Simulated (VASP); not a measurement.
# Nb2PdSe4 (P2/m) in VASP: notebook

Nb2PdSe4 is run at these levels: PBE; tasks: single point, relaxation of cell and atoms.

Program: VASP 6.6.1. These are calculated values, not measurements. Logs are shortened: lines on timing, memory, paths and dates and some standing lists are left out, and cuts for length are marked.

### 1 The cell of the first run

It takes space group P2/m (No. 10, monoclinic). The conventional cell has a = 6.137 Å, b = 3.666 Å, c = 6.424 Å, α = 90.00°, β = 91.49°, γ = 90.00°. Within 3.4 Å of Nb (site symmetry 2/m) lie 6 Se at 2.60 to 2.62 Å. Within 3.5 Å of Nb (site symmetry 2/m) lie 6 Se at 2.66 Å and 2 Pd at 3.21 Å. Within 3.4 Å of Pd (site symmetry 2/m) lie 6 Se at 2.59 to 2.67 Å and 2 Nb at 3.21 Å. Se (site symmetry m) has 1 Pd at 2.59 Å and 3 Nb at 2.62 to 2.66 Å within 3.4 Å. Se (site symmetry m) has 3 Nb at 2.60 to 2.66 Å and 2 Pd at 2.67 Å within 3.4 Å.

### 2 Single point, PBE

Contents of INCAR:

```
SYSTEM = Nb2PdSe4
ALGO = Normal
EDIFF = 1E-7
ENCUT = 520
GGA = PE
ISIF = 2
ISMEAR = 0
LASPH = .True.
LCHARG = .False.
LREAL = .False.
LWAVE = .False.
NBANDS = 39
NELM = 100
PREC = Accurate
SIGMA = 0.15
```

Contents of KPOINTS:

```
k-points
0
Gamma
  2 3 2
  0 0 0
```

Contents of POSCAR:

```
Nb2PdSe4
1.0
    6.1365373223      0.0000000000      0.0877356584
    0.0000000000      3.6662857759      0.0000000000
    0.0754296307      0.0000000000      6.4238799011
Nb Pd Se
2 1 4
Direct
    0.0000000000      0.5000000000      0.5000000000
    0.5000000000      0.0000000000      0.5000000000
    0.5000000000      0.0000000000      0.0000000000
    0.1615952607      0.0000000000      0.2498430599
    0.6768106083      0.5000000000      0.2464372680
    0.3231893917      0.5000000000      0.7535627320
    0.8384047393      0.0000000000      0.7501569401
```

Potentials or basis: VASP PAW PBE potentials, release 64 (Nb_sv, Pd, Se).

Started as:

```
cat potpaw_PBE.64/Nb_sv/POTCAR potpaw_PBE.64/Pd/POTCAR potpaw_PBE.64/Se/POTCAR > POTCAR
mpirun -np 1 vasp_std > vasp.out
```

OUTCAR:

```text
SYSTEM = Nb2PdSe4
   EDIFF = 1E-7
   ENCUT = 520
   GGA = PE
   ISIF = 2
   ISMEAR = 0
   LASPH = .True.
   LREAL = .False.
   NELM = 100
   PREC = Accurate

 ion  position               nearest neighbor table
   1  0.000  0.500  0.500-   5 2.60   6 2.60   4 2.62   7 2.62   4 2.62   7 2.62
   2  0.500  0.000  0.500-   4 2.66   7 2.66   6 2.66   5 2.66   5 2.66   6 2.66   3 3.21   3 3.21

   3  0.500  0.000  0.000-   4 2.59   7 2.59   6 2.67   5 2.67   5 2.67   6 2.67   2 3.21   2 3.21

   4  0.162  0.000  0.250-   3 2.59   1 2.62   1 2.62   2 2.66
   5  0.677  0.500  0.246-   1 2.60   2 2.66   2 2.66   3 2.67   3 2.67
   6  0.323  0.500  0.754-   1 2.60   2 2.66   2 2.66   3 2.67   3 2.67
   7  0.838  0.000  0.750-   3 2.59   1 2.62   1 2.62   2 2.66

  LATTYP: Found a simple monoclinic cell.
 ALAT       =     6.1371644799
 B/A-ratio  =     0.5973908289
 C/A-ratio  =     1.0467900537
 COS(beta)  =    -0.0260348699

  Lattice vectors:

 A1 = (   6.1365373223,   0.0000000000,   0.0877356584)
 A2 = (   0.0000000000,  -3.6662857759,   0.0000000000)
 A3 = (  -0.0754296307,   0.0000000000,  -6.4238799011)

Analysis of symmetry for initial positions (statically):
=====================================================================
 Subroutine PRICEL returns:
 Original cell was already a primitive cell.

 Routine SETGRP: Setting up the symmetry group for a
 simple monoclinic supercell.

 Subroutine GETGRP returns: Found  4 space group operations
 (whereof  4 operations were pure point group operations)
 out of a pool of  4 trial point group operations.

The static configuration has the point symmetry C_2h.

Analysis of symmetry for dynamics (positions and initial velocities):
=====================================================================
 Subroutine PRICEL returns:
 Original cell was already a primitive cell.

 Routine SETGRP: Setting up the symmetry group for a
 simple monoclinic supercell.

 Subroutine GETGRP returns: Found  4 space group operations
 (whereof  4 operations were pure point group operations)
 out of a pool of  4 trial point group operations.

The dynamic configuration has the point symmetry C_2h.

 Subroutine INISYM returns: Found  4 space group operations
 (whereof  4 operations are pure point group operations),
 and found     1 'primitive' translations

----------------------------------------------------------------------------------------

                                     Primitive cell

  volume of cell :     144.5021

  direct lattice vectors                    reciprocal lattice vectors
     6.136537322  0.000000000  0.087735658     0.162985712  0.000000000 -0.001913789
     0.000000000  3.666285776  0.000000000     0.000000000  0.272755606  0.000000000
     0.075429631  0.000000000  6.423879901    -0.002226016  0.000000000  0.155695300

  length of vectors
     6.137164480  3.666285776  6.424322736     0.162996948  0.272755606  0.155711212

  position of ions in fractional coordinates (direct lattice)
     0.000000000  0.500000000  0.500000000
     0.500000000  0.000000000  0.500000000
     0.500000000  0.000000000  1.000000000
     0.161595261  0.000000000  0.249843060
     0.676810608  0.500000000  0.246437268
     0.323189392  0.500000000  0.753562732
     0.838404739  0.000000000  0.750156940

  ion indices of the primitive-cell ions
   primitive index   ion index
                 1           1
                 2           2
                 3           3
                 4           4
                 5           5
                 6           6
                 7           7

----------------------------------------------------------------------------------------

 KPOINTS: k-points

Automatic generation of k-mesh.
 Grid dimensions read from file:
 generate k-points for:    2    3    2

 Generating k-lattice:

  Cartesian coordinates                     Fractional coordinates (reciprocal lattice)
     0.081492856  0.000000000 -0.000956895     0.500000000  0.000000000  0.000000000
     0.000000000  0.090918535  0.000000000     0.000000000  0.333333333  0.000000000
    -0.001113008  0.000000000  0.077847650    -0.000000000  0.000000000  0.500000000

  Length of vectors
     0.081498474  0.090918535  0.077855606

  Shift w.r.t. Gamma in fractional coordinates (k-lattice)
     0.000000000  0.000000000  0.000000000

 Subroutine IBZKPT returns following result:
 ===========================================

 Found      8 irreducible k-points:

 Following reciprocal coordinates:
            Coordinates               Weight
  0.000000  0.000000  0.000000      1.000000
  0.500000  0.000000  0.000000      1.000000
  0.000000  0.333333  0.000000      2.000000
  0.500000  0.333333  0.000000      2.000000
  0.000000  0.000000  0.500000      1.000000
  0.500000  0.000000  0.500000      1.000000
  0.000000  0.333333  0.500000      2.000000
  0.500000  0.333333  0.500000      2.000000
   k-points           NKPTS =      8   k-points in BZ     NKDIM =      8   number of bands    NBANDS=     39
   number of dos      NEDOS =    301   number of ions     NIONS =      7
   total plane-waves  NPLWV =  64512
   dimension x,y,z NGX =    48 NGY =   28 NGZ =   48
   dimension x,y,z NGXF=    96 NGYF=   56 NGZF=   96
   ions per type =               2   1   4
   NGX,Y,Z   is equivalent  to a cutoff of  13.00, 12.70, 12.42 a.u.
   NGXF,Y,Z  is equivalent  to a cutoff of  26.00, 25.39, 24.84 a.u.
 SYSTEM =  Nb2PdSe4
   PREC   = accura    normal or accurate (medium, high low for compatibility)
   ISTART =      0    job   : 0-new  1-cont  2-samecut
   ICHARG =      2    charge: 1-file 2-atom 10-const
   ISPIN  =      1    spin polarized calculation?
   LNONCOLLINEAR =      F non collinear calculations
   LSORBIT =      F    spin-orbit coupling
   LASPH  =      T    aspherical Exc in radial PAW
   ENCUT  =  520.0 eV  38.22 Ry    6.18 a.u.  11.41  6.82 11.94*2*pi/ulx,y,z
   NELM   =    100;   NELMIN=  2; NELMDL= -5     # of ELM steps
   EDIFF  = 0.1E-06   stopping-criterion for ELM
   LREAL  =      F    real-space projection
   EDIFFG = 0.1E-05   stopping-criterion for IOM
   NSW    =      0    number of steps for IOM
   IBRION =     -1    ionic relax: 0-MD 1-quasi-New 2-CG
   NFREE  =      0    steps in history (QN), initial steepest desc. (CG)
   ISIF   =      2    stress and relaxation
   ISYM   =      2    0-nonsym 1-usesym 2-fastsym
   POTIM  = 0.5000    time-step for ionic-motion
   TEBEG  =    0.0;   TEEND  =   0.0 temperature during run
   PSTRESS=    0.0 pullay stress
   NELECT =      60.0000    total number of electrons
   NUPDOWN=      -1.0000    fix difference up-down
   EMIN   =  10.00;   EMAX   =-10.00  energy-range for DOS
   EFERMI =   0.00;   METHOD = LEGACY
   ISMEAR =     0;   SIGMA  =   0.15  broadening in eV -4-tet -1-fermi 0-gaus
   EFERMI_NEDOS =   21; number of points for ismear=-14 and -15
   IALGO  =     38    algorithm
   IMIX   =      4    mixing-type and parameters
     AMIX     =   0.40;   BMIX     =  1.00
     AMIX_MAG =   1.60;   BMIX_MAG =  1.00
  volume/ion in A,a.u.               =      20.64       139.31
  Fermi-wavevector in a.u.,A,eV,Ry     =   1.221332  2.307983 20.295166  1.491653
  Thomas-Fermi vector in A             =   2.356518
   LORBIT       =      0    0 simple, 1 ext, 2 COOP (PROOUT), +10 PAW based schemes
   GGA     = PE    functional components
   LHFCALC =     F    Hartree Fock is set to
   AEXX    =    0.0000 exact exchange contribution
   IVDW    =     0    specifies the selected vdW correction
   LEPSILON=     F    determine dielectric tensor
   LRPA    =     F    only Hartree local field effects (RPA)
 non-spin polarized calculation
 Gauss-broadening in eV      SIGMA  =   0.15
  energy-cutoff  :      520.00
  volume of cell :      144.50
 maximum number of plane-waves:      3902
 NGX is ok and might be reduce to    48
   NGX = 23   NGY = 13   NGZ = 23

 number of electron      59.9999997 magnetization

 Free energy of the ion-electron system (eV)
  ---------------------------------------------------
  ext. energy  EPLUGINS =         0.00000000
  ---------------------------------------------------
  free energy    TOTEN  =       -44.20464848 eV

  energy without entropy =      -44.13435111  energy(sigma->0) =      -44.16949980

 E-fermi :   7.0928     XC(G=0): -10.6756

 val. band max:        6.9449635233   @ k =   0.5000   0.3333   0.0000
 cond. band min:       7.1116056671   @ k =   0.0000   0.0000   0.0000
 fundamental gap:      0.1666421438
 Fermi energy:         7.0928034159

 k-point     1 :       0.0000    0.0000    0.0000
  band No.  band energies     occupation
      1     -48.7553      2.00000
      2     -48.7408      2.00000
      3     -24.9414      2.00000
      4     -24.8338      2.00000
      5     -24.8058      2.00000
      6     -24.7847      2.00000
[... 31 lines left out ...]
     38      10.5585      0.00000
     39      10.9446      0.00000

 k-point     2 :       0.5000    0.0000    0.0000
  band No.  band energies     occupation
      1     -48.7499      2.00000
      2     -48.7463      2.00000
      3     -24.8749      2.00000
      4     -24.8246      2.00000
      5     -24.8189      2.00000
      6     -24.7940      2.00000
[... 31 lines left out ...]
     38      10.2514      0.00000
     39      10.3910      0.00000

 k-point     3 :       0.0000    0.3333    0.0000
  band No.  band energies     occupation
      1     -48.7483      2.00000
      2     -48.7403      2.00000
      3     -24.8921      2.00000
      4     -24.8731      2.00000
      5     -24.8474      2.00000
      6     -24.8161      2.00000
[... 160 lines left out ...]
 k-point     7 :       0.0000    0.3333    0.5000
  band No.  band energies     occupation
      1     -48.7483      2.00000
      2     -48.7403      2.00000
      3     -24.8921      2.00000
      4     -24.8731      2.00000
      5     -24.8474      2.00000
      6     -24.8168      2.00000
[... 31 lines left out ...]
     38      10.7446      0.00000
     39      10.8370      0.00000

 k-point     8 :       0.5000    0.3333    0.5000
  band No.  band energies     occupation
      1     -48.7462      2.00000
      2     -48.7424      2.00000
      3     -24.9154      2.00000
      4     -24.9013      2.00000
      5     -24.8103      2.00000
      6     -24.8054      2.00000
[... 31 lines left out ...]
     38      10.0637      0.00000
     39      10.5294      0.00000

------------------------ aborting loop because EDIFF is reached ----------------------------------------

  FORCE on cell =-STRESS in cart. coord.  units (eV):
  Direction    XX          YY          ZZ          XY          YZ          ZX
  --------------------------------------------------------------------------------------
  -------------------------------------------------------------------------------------
  Total        0.2204001     -0.2135375     -0.0337110      0.0000000      0.0000000      0.3770729
  in kB        2.4437014     -2.3676123     -0.3737733      0.0000000      0.0000000      4.1808223
  external PRESSURE =      -0.0992280 kB  Pullay stress =       0.0000000 kB

 VOLUME and BASIS-vectors are now :
 -----------------------------------------------------------------------------
  energy-cutoff  :      520.00
  volume of cell :      144.50
      direct lattice vectors                 reciprocal lattice vectors
     6.136537322  0.000000000  0.087735658     0.162985712  0.000000000 -0.001913789
     0.000000000  3.666285776  0.000000000     0.000000000  0.272755606  0.000000000
     0.075429631  0.000000000  6.423879901    -0.002226016  0.000000000  0.155695300

 POSITION                                       TOTAL-FORCE (eV/Angst)
 -----------------------------------------------------------------------------------
      0.03771      1.83314      3.21194         0.000000      0.000000      0.000000
      3.10598      0.00000      3.25581         0.000000      0.000000      0.000000
      3.06827      0.00000      0.04387         0.000000      0.000000      0.000000
      1.01048      0.00000      1.61914         0.004685     -0.000000     -0.001651
      4.17186      1.83314      1.64246        -0.076835      0.000000      0.020717
      2.04010      1.83314      4.86915         0.076835      0.000000     -0.020717
      5.20149      0.00000      4.89248        -0.004685      0.000000      0.001651
 -----------------------------------------------------------------------------------
    total drift:                                0.000000     -0.000000      0.000000

  FREE ENERGIE OF THE ION-ELECTRON SYSTEM (eV)
  ---------------------------------------------------
  free  energy   TOTEN  =       -44.2046484797 eV

  energy  without entropy=      -44.1343511130  energy(sigma->0) =      -44.16949980
```

It took 48 s on 1 thread of Intel Xeon Platinum 8375C at 2.90GHz (Ice Lake), shared host; peak memory 0.26 GiB.

Results:

```yaml
Free_energy: -44.2046 eV
Pressure: 0.0 GPa
Largest_force: 0.080 eV/Å
Band_gap_on_the_k_mesh: zero (band 30 reaches 7.21 eV, above the bottom of band 31 at 6.84 eV)
```

Forces in eV/Å, atoms in the order of the input:
```
Nb   0.000  0.000  0.000
Nb   0.000  0.000  0.000
Pd   0.000  0.000  0.000
Se   0.005  0.000 -0.002
Se  -0.077  0.000  0.021
Se   0.077  0.000 -0.021
Se  -0.005  0.000  0.002
```

Stress tensor (GPa, compression positive):
```
 0.24  0.00  0.42
 0.00 -0.24  0.00
 0.42  0.00 -0.04
```

Levels at points of the mesh, in eV from the Fermi level:
| k point | band 27 | band 28 | band 29 | band 30 | band 31 | band 32 | band 33 | band 34 |
| --- | --- | --- | --- | --- | --- | --- | --- | --- |
| (0.00, 0.00, 0.00) | -1.62 | -0.94 | -0.82 | -0.62 | -0.26 | 0.02 | 0.42 | 1.27 |
| (0.50, 0.00, 0.00) | -1.92 | -1.31 | -0.69 | -0.29 | 0.15 | 0.58 | 0.65 | 0.83 |
| (0.00, 0.00, 0.50) | -1.36 | -1.20 | -0.48 | -0.22 | 0.09 | 0.18 | 0.63 | 1.26 |
| (0.50, 0.00, 0.50) | -2.02 | -1.26 | -1.10 | -0.74 | 0.23 | 0.85 | 0.99 | 1.01 |

Caveat: the k points lie up to 0.57 Å⁻¹ apart.

### 3 Relaxation of cell and atoms, PBE

This run uses another cell than the first one, of 23.26 Å³/atom, 1.127 times its volume.

Contents of INCAR:

```
PREC = Accurate
ENCUT = 600
EDIFF = 1E-7
ISMEAR = 0
SIGMA = 0.15
LREAL = False
LASPH = True
NELM = 80
ALGO = Normal
ISIF = 3
LWAVE = False
LCHARG = False
GGA = PE
IBRION = 2
NSW = 36
EDIFFG = -0.08
```

Contents of KPOINTS:

```
regular mesh
0
Gamma
  2 3 2
```

Contents of POSCAR:

```
Nb2PdSe4
1.0
    5.9510517400      0.0000000000      0.0000000000
    0.0000000000      3.5293233200      0.0000000000
   -0.0376740600      0.0000000000      7.7513969000
Nb Pd Se
2 1 4
Direct
    0.0000000000      0.5000000000      0.5000000000
    0.5000000000      0.0000000000      0.5000000000
    0.5000000000      0.0000000000      0.0000000000
    0.1621839700      0.0000000000      0.3254596300
    0.6632812000      0.5000000000      0.3251767500
    0.3367188000      0.5000000000      0.6748232500
    0.8378160300      0.0000000000      0.6745403700
```

Potentials or basis: VASP PAW PBE potentials, release 64 (Nb_sv, Pd, Se).

Started as:

```
cat potpaw_PBE.64/Nb_sv/POTCAR potpaw_PBE.64/Pd/POTCAR potpaw_PBE.64/Se/POTCAR > POTCAR
mpirun -np 1 vasp_std > vasp.out
```

It took 20 min on 1 thread of Intel Xeon Platinum 8375C at 2.90GHz (Ice Lake), shared host; peak memory 0.33 GiB.

It converged, with:

- Free energy: -44.2040 eV
- Relaxed volume: 20.68 Å³/atom
- Relaxed cell: a = 6.146 Å, b = 3.673 Å, c = 6.417 Å, α = 90.00°, β = 88.83°, γ = 90.00°
- Space group after relaxing (to 0.05 Å): P2/m (No. 10)
- Energy gained by relaxing: 637.2 meV/atom
- Ionic steps: 26
- Pressure after relaxing: -0.3 GPa
- Largest force after relaxing: 0.071 eV/Å
- Band gap on the k mesh: zero (band 30 reaches 7.19 eV, above the bottom of band 31 at 6.80 eV)

Forces on the atoms (eV/Å):
```
Nb   0.000  0.000  0.000
Nb   0.000  0.000  0.000
Pd   0.000  0.000  0.000
Se   0.066  0.000  0.026
Se   0.032  0.000  0.033
Se  -0.032  0.000 -0.033
Se  -0.066  0.000 -0.026
```

Stress tensor (GPa, compression positive):
```
-0.37  0.00  0.07
 0.00 -0.42  0.00
 0.07  0.00 -0.19
```

Step by step:
```
step  energy change (eV)  largest force (eV/Å)  pressure (GPa)  volume (Å³)
   1              0.0000                5.3231           19.44       162.80
   2              1.0551                2.2038          -13.69       238.76
   3             -2.4589                0.7815           -3.66       191.43
   4             -2.4778                1.0071           -2.63       189.20
   5             -2.4792                1.1052           -2.17       188.28
   6             -2.7688                1.0760           -1.91       181.40
   7             -3.4813                0.9818           -0.32       161.73
   8             -2.5731                1.5158           16.56       126.59
   9             -3.6600                1.1454            1.94       152.70
  10             -3.6576                1.0780            5.58       142.31
  11             -3.7077                1.1020            3.63       147.15
  12             -3.8511                0.3916            0.43       147.57
  13             -3.8577                0.3190           -0.36       147.69
  14             -3.9588                0.2895           -0.38       147.26
  15             -4.1626                0.3565            0.05       145.57
  16             -4.1339                0.9306            3.22       140.34
  17             -4.2478                0.5733            1.17       143.69
  18             -4.3702                0.3595           -0.21       144.74
  19             -4.4296                0.3715           -1.63       145.91
  20             -4.4295                0.3619           -1.53       145.83
  21             -4.4500                0.1214            0.22       143.69
  22             -4.4501                0.1333            0.13       143.79
  23             -4.4553                0.1089            0.16       143.86
  24             -4.4573                0.1222            0.21       143.94
  25             -4.4596                0.0959           -0.07       144.38
  26             -4.4602                0.0712           -0.33       144.79
```

Final structure:
```xyz
7
Lattice="6.1454 0.0000 0.0587 0.0000 3.6726 0.0000 0.0700 0.0000 6.4161" Properties=species:S:1:pos:R:3 pbc="T T T"
Nb    0.0350    1.8363    3.2081
Nb    3.1077    0.0000    3.2374
Pd    3.0727    0.0000    0.0294
Se    0.9920    0.0000    1.6057
Se    4.1538    1.8363    1.6227
Se    2.0616    1.8363    4.8521
Se    5.2234    0.0000    4.8692
```

Levels at points of the mesh, in eV from the Fermi level:
```tsv
k point	band 27	band 28	band 29	band 30	band 31	band 32	band 33	band 34
(0.00, 0.00, 0.00)	-1.60	-0.96	-0.81	-0.61	-0.27	0.03	0.45	1.26
(0.50, 0.00, 0.00)	-1.93	-1.32	-0.67	-0.26	0.13	0.57	0.66	0.81
(0.00, 0.00, 0.50)	-1.33	-1.20	-0.49	-0.20	0.11	0.18	0.61	1.25
(0.50, 0.00, 0.50)	-2.01	-1.26	-1.07	-0.73	0.25	0.83	0.98	0.99
```

Caveat: the k points lie up to 0.57 Å⁻¹ apart in the final cell; the relaxation stopped at a loose force limit of 0.08 eV/Å, so its end isn't a converged minimum.
